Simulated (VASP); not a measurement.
# Ru2F (P1) in VASP: notebook

Runs on Ru2F. Level: PBE. Tasks: single point, relaxation of cell and atoms.

Program: VASP 6.6.1. These are calculated values, not measurements. Logs are shortened: lines on timing, memory, paths and dates and some standing lists are left out, and cuts for length are marked.

### 1 The cell of the first run

The typed cell holds 6 atoms: a = 3.789 Å, b = 4.239 Å, c = 5.463 Å, α = 89.03°, β = 70.54°, γ = 66.22°.

### 2 Single point, PBE

The input, INCAR:

```
  PREC = Accurate
  ENCUT = 520
  EDIFF = 1E-6
  ISMEAR = 0
  SIGMA = 0.1
  LREAL = F
  LASPH = T
  NELM = 60
  ALGO = Normal
  ISIF = 2
  LWAVE = F
  LCHARG = T
  GGA = PE
  LELF = T
  LVHAR = T
  NBANDS = 44
```

The input, KPOINTS:

```
Automatic mesh
0
Gamma
  6 4 4
```

The input, POSCAR:

```
Ru2F
1.0
    3.7894821768      0.0000000000      0.0000000000
    1.7096854919      3.8792856113      0.0000000000
    1.8203366779     -0.7009566027      5.1032265747
Ru F
4 2
Direct
    0.6533297765      0.1687404132      0.7605848076
    0.6592530583      0.1738477102      0.2750446784
    0.3510190723      0.8263169661      0.5890758597
    0.3418891901      0.8347055395      0.1001295305
    0.9874238719      0.4885750643      0.8989289755
    0.0070850311      0.5078143065      0.3762361482
```

Potentials or basis: VASP PAW PBE potentials, release 64 (Ru_pv, F).

Run with:

```bash
cat potpaw_PBE.64/Ru_pv/POTCAR potpaw_PBE.64/F/POTCAR > POTCAR
mpirun -np 1 vasp_std > vasp.out
```

OUTCAR:

```text
PREC = Accurate
   ENCUT = 520
   EDIFF = 1E-6
   ISMEAR = 0
   LREAL = F
   LASPH = T
   NELM = 60
   ISIF = 2
   GGA = PE

 ion  position               nearest neighbor table
   1  0.653  0.169  0.761-   5 2.19   3 2.30   5 2.46   3 2.53   4 2.58   2 2.65   2 2.82   3 2.83
                             4 2.97
   2  0.659  0.174  0.275-   6 2.17   4 2.25   6 2.46   3 2.54   4 2.58   1 2.65   1 2.82   4 2.86
                             3 2.86
   3  0.351  0.826  0.589-   6 2.19   1 2.30   1 2.53   2 2.54   5 2.60   4 2.68   4 2.78   1 2.83
                             2 2.86
   4  0.342  0.835  0.100-   5 2.17   2 2.25   6 2.42   2 2.58   1 2.58   3 2.68   3 2.78   2 2.86
                             1 2.97
   5  0.987  0.489  0.899-   4 2.17   1 2.19   1 2.46   3 2.60
   6  0.007  0.508  0.376-   2 2.17   3 2.19   4 2.42   2 2.46

  Warning from LATTYP: Got some problem with cell dimensions!
  Tried to take original basis but could not verify dimensions!
  LATTYP: Found a triclinic cell.
 ALAT       =     7.2483535763
 B/A-ratio  =     0.9706247160
 C/A-ratio  =     1.4649069445
 COS(alpha) =     0.0060133131
 COS(beta)  =     0.6969454087
 COS(gamma) =     0.7077911521

  Lattice vectors:

 A1 = (   4.0489421838,  -3.1783290086,  -5.1032265747)
 A2 = (   5.8692788617,  -3.8792856113,   0.0000000000)
 A3 = (  -1.5608766709,  -2.4773724059, -10.2064531494)

Analysis of symmetry for initial positions (statically):
=====================================================================
 Subroutine PRICEL returns:
 Original cell was already a primitive cell.

 Routine SETGRP: Setting up the symmetry group for a
 triclinic supercell.

 Subroutine GETGRP returns: Found  1 space group operations
 (whereof  1 operations were pure point group operations)
 out of a pool of  2 trial point group operations.

The static configuration has the point symmetry C_1 .

Analysis of symmetry for dynamics (positions and initial velocities):
=====================================================================
 Subroutine PRICEL returns:
 Original cell was already a primitive cell.

 Routine SETGRP: Setting up the symmetry group for a
 triclinic supercell.

 Subroutine GETGRP returns: Found  1 space group operations
 (whereof  1 operations were pure point group operations)
 out of a pool of  2 trial point group operations.

The dynamic configuration has the point symmetry C_1 .

 Subroutine INISYM returns: Found  1 space group operations
 (whereof  1 operations are pure point group operations),
 and found     1 'primitive' translations

----------------------------------------------------------------------------------------

                                     Primitive cell

  volume of cell :      75.0199

  direct lattice vectors                    reciprocal lattice vectors
     3.789482177  0.000000000  0.000000000     0.263888297 -0.116301309 -0.110104403
     1.709685492  3.879285611  0.000000000     0.000000000  0.257779421  0.035407440
     1.820336678 -0.700956603  5.103226575     0.000000000  0.000000000  0.195954458

  length of vectors
     3.789482177  4.239325576  5.463321998     0.308684317  0.260199763  0.195954458

  position of ions in fractional coordinates (direct lattice)
     0.653329777  0.168740413  0.760584808
     0.659253058  0.173847710  0.275044678
     0.351019072  0.826316966  0.589075860
     0.341889190  0.834705539  0.100129530
     0.987423872  0.488575064  0.898928975
     0.007085031  0.507814307  0.376236148

  ion indices of the primitive-cell ions
   primitive index   ion index
                 1           1
                 2           2
                 3           3
                 4           4
                 5           5
                 6           6

----------------------------------------------------------------------------------------

 KPOINTS: Automatic mesh

Automatic generation of k-mesh.
 Grid dimensions read from file:
 generate k-points for:    6    4    4

 Generating k-lattice:

  Cartesian coordinates                     Fractional coordinates (reciprocal lattice)
     0.043981383 -0.019383551 -0.018350734     0.166666667  0.000000000 -0.000000000
     0.000000000  0.064444855  0.008851860     0.000000000  0.250000000  0.000000000
     0.000000000  0.000000000  0.048988615     0.000000000  0.000000000  0.250000000

  Length of vectors
     0.051447386  0.065049941  0.048988615

  Shift w.r.t. Gamma in fractional coordinates (k-lattice)
     0.000000000  0.000000000  0.000000000

 Subroutine IBZKPT returns following result:
 ===========================================

 Found     52 irreducible k-points:

 Following reciprocal coordinates:
            Coordinates               Weight
  0.000000  0.000000  0.000000      1.000000
  0.166667 -0.000000 -0.000000      2.000000
  0.333333  0.000000 -0.000000      2.000000
  0.500000  0.000000  0.000000      1.000000
  0.000000  0.250000 -0.000000      2.000000
  0.166667  0.250000 -0.000000      2.000000
[... 16 lines left out ...]
  0.333333  0.250000  0.250000      2.000000
  0.500000  0.250000  0.250000      2.000000
 [... further k-points ...]
   k-points           NKPTS =     52   k-points in BZ     NKDIM =     52   number of bands    NBANDS=     44
   number of dos      NEDOS =    301   number of ions     NIONS =      6
   total plane-waves  NPLWV =  37632
   dimension x,y,z NGX =    28 NGY =   32 NGZ =   42
   dimension x,y,z NGXF=    56 NGYF=   64 NGZF=   84
   ions per type =               4   2
   NGX,Y,Z   is equivalent  to a cutoff of  12.28, 12.55, 12.78 a.u.
   NGXF,Y,Z  is equivalent  to a cutoff of  24.57, 25.10, 25.56 a.u.
 SYSTEM =  unknown system
   PREC   = accura    normal or accurate (medium, high low for compatibility)
   ISTART =      0    job   : 0-new  1-cont  2-samecut
   ICHARG =      2    charge: 1-file 2-atom 10-const
   ISPIN  =      1    spin polarized calculation?
   LNONCOLLINEAR =      F non collinear calculations
   LSORBIT =      F    spin-orbit coupling
   LASPH  =      T    aspherical Exc in radial PAW
   ENCUT  =  520.0 eV  38.22 Ry    6.18 a.u.   7.05  7.88 10.16*2*pi/ulx,y,z
   NELM   =     60;   NELMIN=  2; NELMDL= -5     # of ELM steps
   EDIFF  = 0.1E-05   stopping-criterion for ELM
   LREAL  =      F    real-space projection
   EDIFFG = 0.1E-04   stopping-criterion for IOM
   NSW    =      0    number of steps for IOM
   IBRION =     -1    ionic relax: 0-MD 1-quasi-New 2-CG
   NFREE  =      0    steps in history (QN), initial steepest desc. (CG)
   ISIF   =      2    stress and relaxation
   ISYM   =      2    0-nonsym 1-usesym 2-fastsym
   POTIM  = 0.5000    time-step for ionic-motion
   TEBEG  =    0.0;   TEEND  =   0.0 temperature during run
   PSTRESS=    0.0 pullay stress
   NELECT =      70.0000    total number of electrons
   NUPDOWN=      -1.0000    fix difference up-down
   EMIN   =  10.00;   EMAX   =-10.00  energy-range for DOS
   EFERMI =   0.00;   METHOD = LEGACY
   ISMEAR =     0;   SIGMA  =   0.10  broadening in eV -4-tet -1-fermi 0-gaus
   EFERMI_NEDOS =   21; number of points for ismear=-14 and -15
   IALGO  =     38    algorithm
   IMIX   =      4    mixing-type and parameters
     AMIX     =   0.40;   BMIX     =  1.00
     AMIX_MAG =   1.60;   BMIX_MAG =  1.00
  volume/ion in A,a.u.               =      12.50        84.38
  Fermi-wavevector in a.u.,A,eV,Ry     =   1.599737  3.023065 34.819480  2.559160
  Thomas-Fermi vector in A             =   2.696983
   LORBIT       =      0    0 simple, 1 ext, 2 COOP (PROOUT), +10 PAW based schemes
   GGA     = PE    functional components
   LHFCALC =     F    Hartree Fock is set to
   AEXX    =    0.0000 exact exchange contribution
   IVDW    =     0    specifies the selected vdW correction
   LEPSILON=     F    determine dielectric tensor
   LRPA    =     F    only Hartree local field effects (RPA)
 non-spin polarized calculation
 Gauss-broadening in eV      SIGMA  =   0.10
  energy-cutoff  :      520.00
  volume of cell :       75.02
 maximum number of plane-waves:      2036
   NGX = 15   NGY = 15   NGZ = 21

 number of electron      70.0000005 magnetization

 Free energy of the ion-electron system (eV)
  ---------------------------------------------------
  ext. energy  EPLUGINS =         0.00000000
  ---------------------------------------------------
  free energy    TOTEN  =       -40.07819782 eV

  energy without entropy =      -40.05567577  energy(sigma->0) =      -40.06693679

 E-fermi :   9.8310     XC(G=0): -13.0134

 val. band max:        9.8309591495   @ k =   0.0000   0.5000   0.2500
 cond. band min:       9.8395364881   @ k =   0.1667   0.5000   0.5000
 fundamental gap:      0.0085773386
 Fermi energy:         9.8310303531

 k-point     1 :       0.0000    0.0000    0.0000
  band No.  band energies     occupation
      1     -33.9290      2.00000
      2     -33.7164      2.00000
      3     -33.4374      2.00000
      4     -33.3078      2.00000
      5     -33.2484      2.00000
      6     -33.0039      2.00000
[... 36 lines left out ...]
     43      15.8022      0.00000
     44      17.5539      0.00000

 k-point     2 :       0.1667   -0.0000   -0.0000
  band No.  band energies     occupation
      1     -33.9297      2.00000
      2     -33.7268      2.00000
      3     -33.3970      2.00000
      4     -33.3522      2.00000
      5     -33.2945      2.00000
      6     -32.9810      2.00000
[... 36 lines left out ...]
     43      16.3285      0.00000
     44      16.8465      0.00000

 k-point     3 :       0.3333    0.0000   -0.0000
  band No.  band energies     occupation
      1     -33.9292      2.00000
      2     -33.7287      2.00000
      3     -33.4492      2.00000
      4     -33.4009      2.00000
      5     -33.2714      2.00000
      6     -33.0041      2.00000
[... 976 lines left out ...]
     43      15.6995      0.00000
     44      16.5775      0.00000

 k-point    24 :       0.5000    0.2500    0.2500
  band No.  band energies     occupation
      1     -33.9343      2.00000
      2     -33.7269      2.00000
      3     -33.4538      2.00000
      4     -33.4184      2.00000
      5     -33.2234      2.00000
      6     -33.0548      2.00000
[... 36 lines left out ...]
     43      14.8841      0.00000
     44      15.7091      0.00000

 [... further k-points ...]

------------------------ aborting loop because EDIFF is reached ----------------------------------------

  FORCE on cell =-STRESS in cart. coord.  units (eV):
  Direction    XX          YY          ZZ          XY          YZ          ZX
  --------------------------------------------------------------------------------------
  -------------------------------------------------------------------------------------
  Total        4.2031487      9.5698684      0.6904278     -4.9627783      2.6216785     -2.3121332
  in kB       89.7653766    204.3807898     14.7452587   -105.9885577     55.9903955    -49.3795313
  external PRESSURE =     102.9638083 kB  Pullay stress =       0.0000000 kB

 VOLUME and BASIS-vectors are now :
 -----------------------------------------------------------------------------
  energy-cutoff  :      520.00
  volume of cell :       75.02
      direct lattice vectors                 reciprocal lattice vectors
     3.789482177  0.000000000  0.000000000     0.263888297 -0.116301309 -0.110104403
     1.709685492  3.879285611  0.000000000     0.000000000  0.257779421  0.035407440
     1.820336678 -0.700956603  5.103226575     0.000000000  0.000000000  0.195954458

 POSITION                                       TOTAL-FORCE (eV/Angst)
 -----------------------------------------------------------------------------------
      4.14880      0.12146      3.88144         0.240494     -0.047868     -0.031987
      3.29613      0.48161      1.40362        -0.201412      0.139195     -0.341808
      3.81524      2.79260      3.00619        -0.113639     -0.015306      0.313562
      2.90494      3.16787      0.51098         0.019267     -0.053298     -0.015926
      6.21349      1.26521      4.58744         0.006369      0.039549     -0.036948
      1.57993      1.70623      1.92002         0.048920     -0.062271      0.113108
 -----------------------------------------------------------------------------------
    total drift:                               -0.000583      0.000453      0.000010

  FREE ENERGIE OF THE ION-ELECTRON SYSTEM (eV)
  ---------------------------------------------------
  free  energy   TOTEN  =       -40.0781978185 eV

  energy  without entropy=      -40.0556757709  energy(sigma->0) =      -40.06693679
```

Run time: 91 s. Hardware: 1 thread of Intel Xeon 6975P-C (Granite Rapids), shared host; peak memory 0.25 GiB.

Results:

```
Free energy            : -40.0782 eV
Pressure               : 10.3 GPa
Largest force          : 0.420 eV/Å
Band gap on the k mesh : zero (bands 35 and 36 overlap by 0.93 eV)
```

Forces in eV/Å, atoms in the order of the input:
```
Ru   0.240 -0.048 -0.032
Ru  -0.201  0.139 -0.342
Ru  -0.114 -0.015  0.314
Ru   0.019 -0.053 -0.016
F    0.006  0.040 -0.037
F    0.049 -0.062  0.113
```

Levels at points of the mesh, in eV from the Fermi level:
```csv
k point,band 31,band 32,band 33,band 34,band 35,band 36,band 37,band 38,band 39,band 40
"(0.00, 0.00, 0.00)",-1.49,-1.32,-1.20,-1.06,-0.48,0.64,0.83,1.32,1.65,1.97
"(0.50, 0.00, 0.00)",-1.44,-1.25,-0.98,-0.66,-0.54,0.74,0.91,1.17,1.30,1.40
"(0.00, 0.50, 0.00)",-1.57,-1.47,-0.37,-0.21,0.15,0.52,0.84,1.25,1.47,1.86
"(0.50, 0.50, 0.00)",-1.67,-1.03,-0.76,-0.41,-0.38,-0.15,0.58,1.20,1.32,2.56
"(0.00, 0.00, 0.50)",-1.68,-1.55,-1.36,-1.19,-0.56,-0.36,0.44,0.53,1.29,1.44
"(0.50, 0.00, 0.50)",-2.02,-1.91,-0.59,-0.29,-0.26,-0.06,0.69,0.79,1.03,1.14
"(0.00, 0.50, 0.50)",-1.87,-1.62,-1.36,-1.22,-0.17,0.09,0.62,0.84,1.89,1.94
"(0.50, 0.50, 0.50)",-1.66,-1.57,-1.32,-1.06,-0.58,-0.43,-0.29,-0.12,1.26,1.39
```

Caveat: the k points lie up to 0.40 Å⁻¹ apart, too coarse for converged energies and pressures of a metal.

(Part 1 of 2 ends here.)
